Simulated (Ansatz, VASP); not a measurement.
# SiC in VASP and in Ansatz

INCAR

```
ALGO = Normal ; EDIFF = 1E-7
EDIFFG = -0.04 ; ENCUT = 600
GGA = PE ; IBRION = 2
ISIF = 3 ; ISMEAR = 0
LASPH = T ; LCHARG = F
LREAL = F ; LWAVE = F
NELM = 60 ; NSW = 90
PREC = Accurate ; SIGMA = 0.1
```

File KPOINTS:

```
k-points
0
Gamma
  6 6 4
```

Contents of POSCAR:

```
SiC
1.0
    5.3835551387      0.0000000000      0.0000000000
   -2.6917775694      4.6622955128      0.0000000000
    0.0000000000      0.0000000000      3.8909469189
Si C
3 3
Direct
    0.5000000000      0.0000000000      0.5000000000
    0.0000000000      0.5000000000      0.5000000000
    0.5000000000      0.5000000000      0.5000000000
    0.0000000000      0.0000000000      0.5000000000
    0.0000000000      0.0000000000      0.8373733173
    0.0000000000      0.0000000000      0.1626266827
```

Input for Ansatz:

```yaml
crystal:
  lattice:
    - [5.3835551387, 0.0, 0.0]
    - [-2.6917775694, 4.6622955128, 0.0]
    - [0.0, 0.0, 3.8909469189]
  atoms:
    - { symbol: Si, position: [0.5, 0.0, 0.5] }
    - { symbol: Si, position: [0.0, 0.5, 0.5] }
    - { symbol: Si, position: [0.5, 0.5, 0.5] }
    - { symbol: C, position: [0.0, 0.0, 0.5] }
    - { symbol: C, position: [0.0, 0.0, 0.8373733173] }
    - { symbol: C, position: [0.0, 0.0, 0.1626266827] }
basis:
  ecutwfc: 420
kpoints:
  mp_grid: { grid: [6, 6, 4] }
hamiltonian:
  xc: pbe
scf:
  occupations: { method: gaussian, width: 0.1 }
  lower_state_search: "off"
output:
  forces: true
  stress: true
  eigenvalues: true
relax:
  adjacent_minimum: "off"
  f_tol: 0.04
  max_steps: 70
  cell: { stress_tol: 0.4 }
```

Alike in both runs: task relaxation of cell and atoms; functional PBE; k mesh 6 × 6 × 4; occupations gaussian, width 0.1 eV; no spin polarisation.

|  | VASP | Ansatz |
| --- | --- | --- |
| version | VASP 6.6.1 | Ansatz 0.2.0 |
| potentials or method | VASP PAW PBE potentials, release 64 (Si, C), cutoff 600 eV | scalar-relativistic, plane waves, PAW |
| valence electrons in the cell | 24 | 24 |

VASP gave:

| Property | Result |
| --- | --- |
| gap on the k mesh at the Fermi level, each at its own relaxed structure (eV) | none |
| relaxed volume (Å³/atom) | 16.27 |
| relaxed cell length with the largest relative difference (Å) | 5.382 |

Question: What did Ansatz give for the same quantities?

Answer: gap on the k mesh at the Fermi level, each at its own relaxed structure (eV): none; relaxed volume (Å³/atom): 16.21; relaxed cell length with the largest relative difference (Å): 5.371.

A gap of «none» marks a metal or a gap that the smearing closes.

The k mesh is coarse, so the values compare programs but aren't converged.
